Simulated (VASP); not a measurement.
# MgO (P-6m2) in VASP: further runs, part 2 of 2

VASP 6.6.1.

## 3. Single point, r2SCAN

This run uses another cell than the first one, of 10.55 Å³/atom.

Input file POSCAR:

```
MgO
1.0
    2.9893504961      0.0000000000      0.0000000000
   -1.4946747393      2.5888536507      0.0000000000
    0.0000000000      0.0000000000      2.7264960793
Mg O
1 1
Direct
    0.0000000000      0.0000000000      0.0000000000
    0.3333333333      0.6666666667      0.5000000000
```

Input file INCAR.step1:

```
SYSTEM = MgO
ALGO = Normal
EDIFF = 1E-5
ENCUT = 920
GGA = PE
GGA_COMPAT = .FALSE.
ISMEAR = 0
LASPH = .TRUE.
LCHARG = .FALSE.
LREAL = .FALSE.
LWAVE = .TRUE.
NBANDS = 15
NELM = 120
PREC = Accurate
SIGMA = 0.01
```

Input file INCAR.step2:

```
SYSTEM = MgO
ALGO = Normal
EDIFF = 1E-6
ENCUT = 920
GGA_COMPAT = .FALSE.
ISIF = 2
ISMEAR = 0
ISTART = 1
LASPH = .TRUE.
LCHARG = .FALSE.
LMIXTAU = .TRUE.
LREAL = .FALSE.
LWAVE = .FALSE.
METAGGA = R2SCAN
NBANDS = 15
NELM = 120
PREC = Accurate
SIGMA = 0.01
```

Input file KPOINTS:

```
k-points
0
G
  12 12 8
  0 0 0
```

Potentials or basis: VASP PAW PBE potentials, release 64 (Mg_sv, O).

Launch:

```console
$ cat potpaw_PBE.64/Mg_sv/POTCAR potpaw_PBE.64/O/POTCAR > POTCAR
$ cp INCAR.step1 INCAR
$ mpirun -np 1 vasp_std > vasp.out
$ cp INCAR.step2 INCAR
$ mpirun -np 1 vasp_std > vasp.out
```

OUTCAR:

```text
SYSTEM = MgO
   EDIFF = 1E-6
   ENCUT = 920
   ISIF = 2
   ISMEAR = 0
   ISTART = 1
   LASPH = .TRUE.
   LREAL = .FALSE.
   METAGGA = R2SCAN
   NELM = 120
   PREC = Accurate

 ion  position               nearest neighbor table
   1  0.000  0.000  0.000-
   2  0.333  0.667  0.500-

  LATTYP: Found a hexagonal cell.
 ALAT       =     2.9893504961
 C/A-ratio  =     0.9120697231

  Lattice vectors:

 A1 = (   2.9893504961,   0.0000000000,   0.0000000000)
[... 617 lines left out ...]
 [... further k-points ...]

------------------------ aborting loop because EDIFF is reached ----------------------------------------

  FORCE on cell =-STRESS in cart. coord.  units (eV):
  Direction    XX          YY          ZZ          XY          YZ          ZX
  --------------------------------------------------------------------------------------
  -------------------------------------------------------------------------------------
  Total       -1.3527681     -1.3527683     -1.6867511     -0.0000003     -0.0000000     -0.0000000
  in kB     -102.7175681   -102.7175824   -128.0773595     -0.0000202     -0.0000000     -0.0000000
  external PRESSURE =    -111.1708367 kB  Pullay stress =       0.0000000 kB

 VOLUME and BASIS-vectors are now :
 -----------------------------------------------------------------------------
  energy-cutoff  :      920.00
  volume of cell :       21.10
      direct lattice vectors                 reciprocal lattice vectors
     2.989350496  0.000000000  0.000000000     0.334520827  0.193135610  0.000000000
    -1.494674739  2.588853651  0.000000000     0.000000000  0.386271352  0.000000000
     0.000000000  0.000000000  2.726496079     0.000000000  0.000000000  0.366771112

 POSITION                                       TOTAL-FORCE (eV/Angst)
 -----------------------------------------------------------------------------------
      0.00000      0.00000      0.00000        -0.000000     -0.000000      0.000000
      0.00000      1.72590      1.36325         0.000000      0.000000      0.000000
 -----------------------------------------------------------------------------------
    total drift:                                0.000007     -0.000002     -0.000000

  FREE ENERGIE OF THE ION-ELECTRON SYSTEM (eV)
  ---------------------------------------------------
  free  energy   TOTEN  =       -15.3514517429 eV

  energy  without entropy=      -15.3514517429  energy(sigma->0) =      -15.35145174
```

OSZICAR.step1:

```text
N       E                     dE             d eps       ncg     rms          rms(c)
DAV:   1     0.162884257683E+03    0.16288E+03   -0.13977E+04  2850   0.185E+03
DAV:   2    -0.678709464636E+01   -0.16967E+03   -0.15963E+03  3424   0.440E+02
DAV:   3    -0.128855783041E+02   -0.60985E+01   -0.60641E+01  3718   0.796E+01
DAV:   4    -0.129800194001E+02   -0.94441E-01   -0.94433E-01  3216   0.967E+00
DAV:   5    -0.129817517465E+02   -0.17323E-02   -0.17323E-02  3676   0.110E+00    0.883E+00
DAV:   6    -0.112509999680E+02    0.17308E+01   -0.26930E+00  2920   0.151E+01    0.305E+00
DAV:   7    -0.112139397196E+02    0.37060E-01   -0.14300E-01  3214   0.348E+00    0.179E+00
DAV:   8    -0.111907476368E+02    0.23192E-01   -0.53652E-02  3606   0.247E+00    0.372E-01
DAV:   9    -0.111896450216E+02    0.11026E-02   -0.45867E-03  3235   0.586E-01    0.120E-01
DAV:  10    -0.111899206642E+02   -0.27564E-03   -0.31273E-04  3123   0.220E-01    0.677E-02
DAV:  11    -0.111899043497E+02    0.16314E-04   -0.37937E-05  3543   0.758E-02    0.697E-03
DAV:  12    -0.111899049874E+02   -0.63765E-06   -0.26760E-06  2118   0.226E-02
   1 F= -.11189905E+02 E0= -.11189905E+02  d E =-.179097E-54
```

It took 2.7 min on 1 thread of Intel Xeon Platinum 8559C (Emerald Rapids), shared host; peak memory 0.21 GiB.

What came out:

* Free energy: -15.3515 eV
* Pressure: -11.1 GPa
* Band gap on the k mesh: 3.41 eV (least direct gap 3.81 eV)

Stress tensor (GPa, compression positive):
```
-10.27   0.00   0.00
  0.00 -10.27   0.00
  0.00   0.00 -12.81
```

Levels at points of the mesh, in eV from the valence-band top:
| k point | band 4 | band 5 | band 6 | band 7 | band 8 | band 9 | band 10 | band 11 | band 12 | band 13 |
| --- | --- | --- | --- | --- | --- | --- | --- | --- | --- | --- |
| (0.00, 0.00, 0.00) | -41.32 | -18.12 | -0.59 | -0.59 | -0.39 | 3.41 | 12.71 | 16.19 | 16.19 | 20.54 |
| (0.50, 0.00, 0.00) | -41.32 | -17.21 | -4.63 | -1.28 | -0.05 | 7.17 | 11.06 | 13.80 | 18.40 | 19.45 |
| (0.00, 0.00, 0.50) | -41.37 | -17.16 | -5.09 | -0.10 | -0.10 | 8.75 | 9.51 | 18.22 | 18.22 | 19.23 |
| (0.50, 0.00, 0.50) | -41.38 | -16.54 | -3.57 | -3.20 | -0.80 | 6.48 | 12.04 | 14.56 | 15.51 | 15.77 |

Caveat: the cell stands under tension; the PAW data sets were made with another functional, which shifts forces and pressure a little. A k mesh can miss the band edges.

## 4. Single point, r2SCAN

This run uses another cell than the first one, of 10.02 Å³/atom.

Input file POSCAR:

```
MgO
1.0
    2.9380210000      0.0000000000      0.0000000000
   -1.4690100000      2.5444010000      0.0000000000
    0.0000000000      0.0000000000      2.6796800000
Mg O
1 1
Direct
    0.0000000000      0.0000000000      0.0000000000
    0.3333333333      0.6666666667      0.5000000000
```

Input file INCAR.step1:

```
SYSTEM = MgO
ALGO = Normal ; EDIFF = 1E-5
ENCUT = 920 ; GGA = PE
GGA_COMPAT = .FALSE. ; ISMEAR = 0
LASPH = .TRUE. ; LCHARG = .FALSE.
LREAL = .FALSE. ; LWAVE = .TRUE.
NBANDS = 15 ; NELM = 120
PREC = Accurate ; SIGMA = 0.01
```

Input file INCAR.step2:

```
SYSTEM = MgO
ALGO = Normal ; EDIFF = 1E-6
ENCUT = 920 ; GGA_COMPAT = .FALSE.
ISIF = 2 ; ISMEAR = 0
ISTART = 1 ; LASPH = .TRUE.
LCHARG = .TRUE. ; LELF = .TRUE.
LMIXTAU = .TRUE. ; LREAL = .FALSE.
LVHAR = .TRUE. ; LWAVE = .FALSE.
METAGGA = R2SCAN ; NBANDS = 15
NELM = 120 ; PREC = Accurate
SIGMA = 0.01
```

KPOINTS is that of step 3.

Launch:

```console
$ cat potpaw_PBE.64/Mg_sv/POTCAR potpaw_PBE.64/O/POTCAR > POTCAR
$ cp INCAR.step1 INCAR
$ mpirun -np 1 vasp_std > vasp.out
$ cp INCAR.step2 INCAR
$ mpirun -np 1 vasp_std > vasp.out
```

Run time: 2.7 min. Hardware: 1 thread of AMD EPYC 7R13 (Zen 3), shared host; peak memory 0.18 GiB.

It converged, with:

| Property | Result |
| --- | --- |
| Free energy | -15.4049 eV |
| Pressure | -4.9 GPa |
| Band gap on the k mesh | 3.80 eV (least direct gap 4.21 eV) |

Stress tensor (GPa, compression positive):
```
-4.71  0.00  0.00
 0.00 -4.71  0.00
 0.00  0.00 -5.32
```

Levels at points of the mesh, in eV from the valence-band top:
| k point | band 6 | band 7 | band 8 | band 9 | band 10 | band 11 |
| --- | --- | --- | --- | --- | --- | --- |
| (0.00, 0.00, 0.00) | -0.62 | -0.62 | -0.41 | 3.80 | 12.91 | 16.64 |
| (0.50, 0.00, 0.00) | -4.87 | -1.35 | -0.05 | 7.44 | 11.66 | 14.17 |
| (0.00, 0.00, 0.50) | -5.33 | -0.10 | -0.10 | 9.21 | 9.95 | 18.62 |
| (0.50, 0.00, 0.50) | -3.76 | -3.39 | -0.86 | 6.65 | 12.41 | 15.28 |

Caveat: the cell stands under tension; the PAW data sets were made with another functional, which shifts forces and pressure a little.

## 5. The runs side by side

| cell | gap on the mesh (eV) | pressure (GPa) |
| --- | --- | --- |
| a = 2.885, b = 2.885, c = 2.631 Å, angles 90.0, 90.0, 120.0°, 2 atoms | 4.24 | 3.5 |
| a = 2.989, b = 2.989, c = 2.726 Å, angles 90.0, 90.0, 120.0°, 2 atoms | 3.41 | -11.1 |
| a = 2.938, b = 2.938, c = 2.680 Å, angles 90.0, 90.0, 120.0°, 2 atoms | 3.80 | -4.9 |

Alike in all rows: task single point; level r2SCAN; potentials or basis VASP PAW PBE potentials, release 64 (Mg_sv, O); no spin polarisation; k mesh 12 × 12 × 8; cutoff (eV) 920; smearing gaussian 0.01 eV.

Caveats: the PAW data sets were made with another functional, which shifts forces and pressure a little; the cell stands under tension (at least some runs); the cell stands under pressure (at least some runs).

Absolute energies hang on the potentials; compare differences alone.
